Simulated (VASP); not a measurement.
**ZrB2: relaxation of cell and atoms with LDA**

The system is ZrB2.

```xyz
3
Lattice="3.1357 0.0000 0.0000 -1.5678 2.7156 0.0000 0.0000 0.0000 3.4863" Properties=species:S:1:pos:R:3 pbc="T T T"
Zr    0.0000    0.0000    0.0000
B     0.0000    1.8104    1.7432
B     1.5678    0.9052    1.7432
```

- Program: VASP 6.6.1
- Task: relaxation of cell and atoms
- Functional: LDA
- Potentials or basis: VASP PAW LDA potentials, release 64 (Zr_sv, B)
- Cutoff: 600 eV
- k mesh: 15 × 15 × 10
- Occupations: gaussian, width 0.1 eV
- Spin: no spin polarisation
- Dipole correction: no
- Further INCAR settings: ALGO = Normal; EDIFF = 1e-07; IBRION = 2; EDIFFG = -0.002; NSW = 100; ISIF = 3

| Quantity | Value |
| --- | --- |
| Relaxed volume | 9.90 Å³/atom |
| Relaxed cell | a = 3.135 Å, b = 3.135 Å, c = 3.490 Å, α = 90.00°, β = 90.00°, γ = 120.00° |
| Space group after relaxing (to 0.1 Å) | P6/mmm (No. 191) |
| Energy gained by relaxing | 0.0 meV/atom |
| Ionic steps | 4 |
| Pressure after relaxing | 0.0 GPa |
| Band gap on the k mesh | zero (bands 9 and 10 overlap by 0.89 eV) |

Final structure:
```
Zr B
1.0
     3.13500    0.00000    0.00000
    -1.56750    2.71499    0.00000
     0.00000    0.00000    3.48983
Zr B
1 2
Direct
  0.00000 0.00000 0.00000
  0.33333 0.66667 0.50000
  0.66667 0.33333 0.50000
```

Levels at points of the mesh, in eV from the Fermi level:
```
           k point  band 7  band 8  band 9  band 10  band 11  band 12
(0.00, 0.00, 0.00)   -2.66   -2.62   -2.22     3.57     3.57     4.37
(0.00, 0.00, 0.50)   -0.93   -0.93    0.36     0.36     0.83     0.83
```

Wall time 6 min on 1 thread of AMD EPYC 7R13 (shared host), peak memory 0.18 GiB.
